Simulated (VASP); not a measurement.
# Tl (I4/mmm) in VASP: notebook

Runs on Tl. Level: PBE+D3(BJ). Tasks: single point.

All numbers are computed with VASP 6.6.1; they aren't measurements. Logs are shortened: lines on timing, memory, paths and dates and some standing lists are left out, and cuts for length are marked.

## 1. The cell of the first run

The structure is tetragonal, space group I4/mmm (No. 139). Conventional cell: a = 3.688 Å, b = 3.688 Å, c = 3.882 Å, α = 90.00°, β = 90.00°, γ = 90.00°. Within 4.3 Å of Tl (site symmetry 4/mmm) lie 14 Tl at 3.25 to 3.88 Å.

## 2. Single point, PBE+D3(BJ) (strain -0.050 along x and y, +0.000 along z)

INCAR reads:

```
SYSTEM = Tl
PREC = Accurate
ENCUT = 520
EDIFF = 1E-6
ISMEAR = 0
SIGMA = 0.15
LREAL = .FALSE.
LASPH = .TRUE.
NELM = 80
ALGO = Fast
ISIF = 2
LWAVE = .FALSE.
LCHARG = .TRUE.
GGA = PE
IVDW = 12
LELF = .TRUE.
LVHAR = .TRUE.
NBANDS = 12
```

KPOINTS reads:

```
regular mesh
0
G
  18 18 18
  0 0 0
```

POSCAR reads:

```
Tl
1.0
   -1.8439500000      1.8439500000      1.9410000000
    1.8439500000     -1.8439500000      1.9410000000
    1.8439500000      1.8439500000     -1.9410000000
Tl
1
Direct
    0.0000000000      0.0000000000      0.0000000000
```

Potentials or basis: VASP PAW PBE potentials, release 64 (Tl_d).

Run with:

```console
> cat potpaw_PBE.64/Tl_d/POTCAR > POTCAR
> mpirun -np 1 vasp_std > vasp.out
```

OUTCAR:

```text
SYSTEM = Tl
   PREC = Accurate
   ENCUT = 520
   EDIFF = 1E-6
   ISMEAR = 0
   LREAL = .FALSE.
   LASPH = .TRUE.
   NELM = 80
   ISIF = 2
   GGA = PE
   IVDW = 12
 IVDW          = 12

 ion  position               nearest neighbor table
   1  0.000  0.000  0.000-

  LATTYP: Found a body centered tetragonal cell.
 ALAT       =     3.6879000000
 C/A-ratio  =     1.0526315789

  Lattice vectors:

 A1 = (  -1.8439500000,   1.8439500000,   1.9410000000)
 A2 = (   1.8439500000,  -1.8439500000,   1.9410000000)
 A3 = (   1.8439500000,   1.8439500000,  -1.9410000000)

Analysis of symmetry for initial positions (statically):
=====================================================================
 Subroutine PRICEL returns:
 Original cell was already a primitive cell.

 Routine SETGRP: Setting up the symmetry group for a
 body centered tetragonal supercell.

 Subroutine GETGRP returns: Found 16 space group operations
 (whereof 16 operations were pure point group operations)
 out of a pool of 16 trial point group operations.

The static configuration has the point symmetry D_4h.

Analysis of symmetry for dynamics (positions and initial velocities):
=====================================================================
 Subroutine PRICEL returns:
 Original cell was already a primitive cell.

 Routine SETGRP: Setting up the symmetry group for a
 body centered tetragonal supercell.

 Subroutine GETGRP returns: Found 16 space group operations
 (whereof 16 operations were pure point group operations)
 out of a pool of 16 trial point group operations.

The dynamic configuration has the point symmetry D_4h.

 Subroutine INISYM returns: Found 16 space group operations
 (whereof 16 operations are pure point group operations),
 and found     1 'primitive' translations

----------------------------------------------------------------------------------------

                                     Primitive cell

  volume of cell :      26.3988

  direct lattice vectors                    reciprocal lattice vectors
    -1.843950000  1.843950000  1.941000000     0.000000000  0.271157027  0.257599176
     1.843950000 -1.843950000  1.941000000     0.271157027  0.000000000  0.257599176
     1.843950000  1.843950000 -1.941000000     0.271157027  0.271157027  0.000000000

  length of vectors
     3.250812853  3.250812853  3.250812853     0.374009985  0.374009985  0.383473945

  position of ions in fractional coordinates (direct lattice)
     0.000000000  0.000000000  0.000000000

  ion indices of the primitive-cell ions
   primitive index   ion index
                 1           1

[... 82 lines left out ...]
   NELECT =      13.0000    total number of electrons
   NUPDOWN=      -1.0000    fix difference up-down
   EMIN   =  10.00;   EMAX   =-10.00  energy-range for DOS
   EFERMI =   0.00;   METHOD = LEGACY
   ISMEAR =     0;   SIGMA  =   0.15  broadening in eV -4-tet -1-fermi 0-gaus
   EFERMI_NEDOS =   21; number of points for ismear=-14 and -15
   IALGO  =     68    algorithm
   IMIX   =      4    mixing-type and parameters
     AMIX     =   0.40;   BMIX     =  1.00
     AMIX_MAG =   1.60;   BMIX_MAG =  1.00
  volume/ion in A,a.u.               =      26.40       178.15
  Fermi-wavevector in a.u.,A,eV,Ry     =   1.292790  2.443019 22.739501  1.671306
  Thomas-Fermi vector in A             =   2.424476
   LORBIT       =      0    0 simple, 1 ext, 2 COOP (PROOUT), +10 PAW based schemes
   GGA     = PE    functional components
   LHFCALC =     F    Hartree Fock is set to
   AEXX    =    0.0000 exact exchange contribution
   IVDW    =    12    specifies the selected vdW correction
   LEPSILON=     F    determine dielectric tensor
   LRPA    =     F    only Hartree local field effects (RPA)
 non-spin polarized calculation
 RMM-DIIS sequential band-by-band and
 Gauss-broadening in eV      SIGMA  =   0.15
  energy-cutoff  :      520.00
  volume of cell :       26.40
 maximum number of plane-waves:       734
   NGX = 13   NGY = 13   NGZ = 13

 number of electron      13.0000000 magnetization

 Free energy of the ion-electron system (eV)
  ---------------------------------------------------
  ext. energy  EPLUGINS =         0.00000000
  ---------------------------------------------------
  free energy    TOTEN  =        -2.12759052 eV

  energy without entropy =       -2.12302118  energy(sigma->0) =       -2.12530585

 E-fermi :   7.4904     XC(G=0): -10.5996

 val. band max:        7.4876971103   @ k =  -0.2222   0.3889   0.2222
 cond. band min:       7.5031386394   @ k =   0.2778   0.2222   0.2222
 fundamental gap:      0.0154415291
 Fermi energy:         7.4904058185

 k-point     1 :       0.0000    0.0000    0.0000
  band No.  band energies     occupation
      1      -4.3798      2.00000
      2      -4.3798      2.00000
      3      -4.3008      2.00000
      4      -3.8819      2.00000
      5      -3.8070      2.00000
      6      -3.1590      2.00000
      7      18.8846      0.00000
      8      19.1649      0.00000
      9      19.1649      0.00000
     10      19.5649      0.00000
     11      20.4462      0.00000
     12      20.4462      0.00000
[... 331 lines left out ...]
 k-point    24 :      -0.2222    0.0556    0.0000
  band No.  band energies     occupation
      1      -4.4144      2.00000
      2      -4.3667      2.00000
      3      -4.0829      2.00000
      4      -3.9272      2.00000
      5      -3.8315      2.00000
      6      -2.1320      2.00000
      7      13.0873      0.00000
      8      16.4071      0.00000
      9      17.0204      0.00000
     10      19.7159      0.00000
     11      20.1372      0.00000
     12      20.3023      0.00000

 [... further k-points ...]

------------------------ aborting loop because EDIFF is reached ----------------------------------------

 Edisp (eV)   -0.37199

 E8    (eV) :    -0.1946

  FORCE on cell =-STRESS in cart. coord.  units (eV):
  Direction    XX          YY          ZZ          XY          YZ          ZX
  --------------------------------------------------------------------------------------
  -------------------------------------------------------------------------------------
  Total       0.85290     0.85290     0.73029     0.00000     0.00000     0.00000
  in kB      51.76391    51.76391    44.32200     0.00000     0.00000     0.00000
  external pressure =       49.28 kB  Pullay stress =        0.00 kB

 VOLUME and BASIS-vectors are now :
 -----------------------------------------------------------------------------
  energy-cutoff  :      520.00
  volume of cell :       26.40
      direct lattice vectors                 reciprocal lattice vectors
    -1.843950000  1.843950000  1.941000000     0.000000000  0.271157027  0.257599176
     1.843950000 -1.843950000  1.941000000     0.271157027  0.000000000  0.257599176
     1.843950000  1.843950000 -1.941000000     0.271157027  0.271157027  0.000000000

 POSITION                                       TOTAL-FORCE (eV/Angst)
 -----------------------------------------------------------------------------------
      0.00000      0.00000      0.00000        -0.000000     -0.000000     -0.000000
 -----------------------------------------------------------------------------------
    total drift:                               -0.000000      0.000000      0.000000

  FREE ENERGIE OF THE ION-ELECTRON SYSTEM (eV)
  ---------------------------------------------------
  free  energy   TOTEN  =        -2.4995813633 eV

  energy  without entropy=       -2.4950120220  energy(sigma->0) =       -2.49729669
```

OSZICAR:

```text
N       E                     dE             d eps       ncg     rms          rms(c)
DAV:   1     0.510095942360E+02    0.51010E+02   -0.68020E+03 12352   0.954E+02
DAV:   2    -0.153823834714E+01   -0.52548E+02   -0.51436E+02 13180   0.216E+02
DAV:   3    -0.215878427540E+01   -0.62055E+00   -0.61945E+00 13568   0.211E+01
DAV:   4    -0.216144856440E+01   -0.26643E-02   -0.26642E-02 12996   0.160E+00
DAV:   5    -0.216147844455E+01   -0.29880E-04   -0.29880E-04 13364   0.163E-01    0.290E+00
RMM:   6    -0.213320789488E+01    0.28271E-01   -0.33744E-02 11559   0.152E+00    0.195E+00
RMM:   7    -0.212798314840E+01    0.52247E-02   -0.17367E-02 11749   0.119E+00    0.707E-01
RMM:   8    -0.212759643061E+01    0.38672E-03   -0.14604E-03 12087   0.320E-01    0.657E-02
RMM:   9    -0.212759098597E+01    0.54446E-05   -0.12171E-04 13115   0.106E-01    0.365E-02
RMM:  10    -0.212759032351E+01    0.66245E-06   -0.21928E-05 12723   0.451E-02    0.219E-03
RMM:  11    -0.212759052469E+01   -0.20117E-06   -0.42944E-06 10247   0.182E-02
   1 F= -.24995814E+01 E0= -.24972967E+01  d E =-.456934E-02
```

stdout:

```text
POSCAR found type information on POSCAR Tl
 POSCAR found :  1 types and       1 ions
 scaLAPACK will be used
 LDA part: xc-table for (Slater+PW92), standard interpolation
 POSCAR, INCAR and KPOINTS ok, starting setup
 FFT: planning ... GRIDC
 FFT: planning ... GRID_SOFT
 FFT: planning ... GRID
 WAVECAR not read
 entering main loop
```

It took 53 s on 1 thread of AMD EPYC 9R45 (Zen 5), shared host; peak memory 0.23 GiB.

What came out:

| Property | Result |
| --- | --- |
| Free energy | -2.4996 eV |
| Pressure | 4.9 GPa |
| Band gap on the k mesh | zero (an odd number of electrons rules out a gap without spin polarisation) |
| Dispersion energy per atom | -0.372 eV |

Stress tensor (GPa, compression positive):
```
5.18 0.00 0.00
0.00 5.18 0.00
0.00 0.00 4.43
```

Levels at points of the mesh, in eV from the Fermi level:
```csv
k point,band 2,band 3,band 4,band 5,band 6,band 7,band 8,band 9,band 10,band 11
"(0.00, 0.00, 0.00)",-11.87,-11.79,-11.37,-11.30,-10.65,11.39,11.67,11.67,12.07,12.96
"(0.50, 0.00, 0.00)",-12.04,-11.42,-11.31,-10.99,-5.08,-3.15,6.44,7.70,11.11,12.13
"(0.50, 0.50, 0.00)",-12.08,-11.31,-11.29,-10.97,-4.76,-2.98,5.69,6.82,10.16,11.35
"(0.50, 0.50, 0.50)",-12.12,-11.08,-11.06,-11.06,-1.18,0.72,1.76,1.76,6.55,7.12
```

Caveat: the cell differs from its parent crystal (strain -0.050 along x and y, +0.000 along z); the cell stands under pressure; spin-orbit coupling is left out, which moves the levels of the heavy elements.

## 3. Single point, PBE+D3(BJ) (strain -0.025 along x and y, -0.050 along z)

INCAR reads:

```
PREC = Accurate
ENCUT = 520
EDIFF = 1E-7
ISMEAR = 0
SIGMA = 0.15
LREAL = False
LASPH = True
NELM = 60
ALGO = Fast
ISIF = 2
LWAVE = False
LCHARG = False
GGA = PE
IVDW = 12
NBANDS = 12
```

KPOINTS reads:

```
regular mesh
0
Gamma
  18 18 18
```

POSCAR reads:

```
Tl
1.0
   -1.8924750000      1.8924750000      1.8439500000
    1.8924750000     -1.8924750000      1.8439500000
    1.8924750000      1.8924750000     -1.8439500000
Tl
1
Direct
    0.0000000000      0.0000000000      0.0000000000
```

Potentials or basis: VASP PAW PBE potentials, release 64 (Tl_d).

Run with:

```console
> cat potpaw_PBE.64/Tl_d/POTCAR > POTCAR
> mpirun -np 1 vasp_std > vasp.out
```

OUTCAR:

```text
PREC = Accurate
   ENCUT = 520
   EDIFF = 1E-7
   ISMEAR = 0
   LREAL = False
   LASPH = True
   NELM = 60
   ISIF = 2
   GGA = PE
   IVDW = 12
 IVDW          = 12

 ion  position               nearest neighbor table
   1  0.000  0.000  0.000-

  LATTYP: Found a body centered tetragonal cell.
 ALAT       =     3.7849500000
 C/A-ratio  =     0.9743589744

  Lattice vectors:

 A1 = (  -1.8924750000,   1.8924750000,   1.8439500000)
 A2 = (   1.8924750000,  -1.8924750000,   1.8439500000)
 A3 = (   1.8924750000,   1.8924750000,  -1.8439500000)

Analysis of symmetry for initial positions (statically):
=====================================================================
 Subroutine PRICEL returns:
 Original cell was already a primitive cell.

 Routine SETGRP: Setting up the symmetry group for a
 body centered tetragonal supercell.

 Subroutine GETGRP returns: Found 16 space group operations
 (whereof 16 operations were pure point group operations)
 out of a pool of 16 trial point group operations.

[... 168 lines left out ...]
 k-point     1 :       0.0000    0.0000    0.0000
  band No.  band energies     occupation
      1      -4.3913      2.00000
      2      -4.3488      2.00000
      3      -4.3488      2.00000
      4      -3.8677      2.00000
      5      -3.8251      2.00000
      6      -3.1611      2.00000
      7      19.0228      0.00000
      8      19.0228      0.00000
      9      19.3760      0.00000
     10      19.9362      0.00000
     11      19.9362      0.00000
     12      20.2040      0.00000
[... 331 lines left out ...]
 k-point    24 :      -0.2222    0.0556    0.0000
  band No.  band energies     occupation
      1      -4.4421      2.00000
      2      -4.3534      2.00000
      3      -4.0977      2.00000
      4      -3.9114      2.00000
      5      -3.8484      2.00000
      6      -2.1353      2.00000
      7      13.4001      0.00000
      8      15.8686      0.00000
      9      16.9213      0.00000
     10      19.1881      0.00000
     11      20.2133      0.00000
     12      20.9362      0.00000

 [... further k-points ...]

------------------------ aborting loop because EDIFF is reached ----------------------------------------

 Edisp (eV)   -0.37171

 E8    (eV) :    -0.1944

  FORCE on cell =-STRESS in cart. coord.  units (eV):
  Direction    XX          YY          ZZ          XY          YZ          ZX
  --------------------------------------------------------------------------------------
  -------------------------------------------------------------------------------------
  Total       0.78527     0.78527     0.83355     0.00000     0.00000     0.00000
  in kB      47.62773    47.62773    50.55575     0.00000     0.00000     0.00000
  external pressure =       48.60 kB  Pullay stress =        0.00 kB

 VOLUME and BASIS-vectors are now :
 -----------------------------------------------------------------------------
  energy-cutoff  :      520.00
  volume of cell :       26.42
      direct lattice vectors                 reciprocal lattice vectors
    -1.892475000  1.892475000  1.843950000     0.000000000  0.264204283  0.271157027
     1.892475000 -1.892475000  1.843950000     0.264204283  0.000000000  0.271157027
     1.892475000  1.892475000 -1.843950000     0.264204283  0.264204283  0.000000000

 POSITION                                       TOTAL-FORCE (eV/Angst)
 -----------------------------------------------------------------------------------
      0.00000      0.00000      0.00000        -0.000000      0.000000     -0.000000
 -----------------------------------------------------------------------------------
    total drift:                               -0.000000      0.000000      0.000000

  FREE ENERGIE OF THE ION-ELECTRON SYSTEM (eV)
  ---------------------------------------------------
  free  energy   TOTEN  =        -2.5020716889 eV

  energy  without entropy=       -2.4988098467  energy(sigma->0) =       -2.50044077
```

Run time: 60 s. Hardware: 1 thread of AMD EPYC 9R45 (Zen 5), shared host; peak memory 0.23 GiB.

What came out:

```yaml
Free_energy: -2.5021 eV
Pressure: 4.9 GPa
Band_gap_on_the_k_mesh: zero (an odd number of electrons rules out a gap without spin polarisation)
Dispersion_energy_per_atom: -0.372 eV
```

Stress tensor (GPa, compression positive):
```
4.76 0.00 0.00
0.00 4.76 0.00
0.00 0.00 5.06
```

Levels at points of the mesh, in eV from the Fermi level:
| k point | band 4 | band 5 | band 6 | band 7 | band 8 | band 9 |
| --- | --- | --- | --- | --- | --- | --- |
| (0.00, 0.00, 0.00) | -11.34 | -11.30 | -10.63 | 11.55 | 11.55 | 11.90 |
| (0.50, 0.00, 0.00) | -11.29 | -10.97 | -4.91 | -3.06 | 6.05 | 7.25 |
| (0.50, 0.50, 0.00) | -11.33 | -10.98 | -5.08 | -3.14 | 6.44 | 7.71 |
| (0.50, 0.50, 0.50) | -11.06 | -11.05 | -1.13 | 1.23 | 1.23 | 1.77 |

Caveat: the cell differs from its parent crystal (strain -0.025 along x and y, -0.050 along z); the cell stands under pressure; spin-orbit coupling is left out, which moves the levels of the heavy elements.

The gap in the log of VASP goes by the Fermi energy; the results here count the filled bands.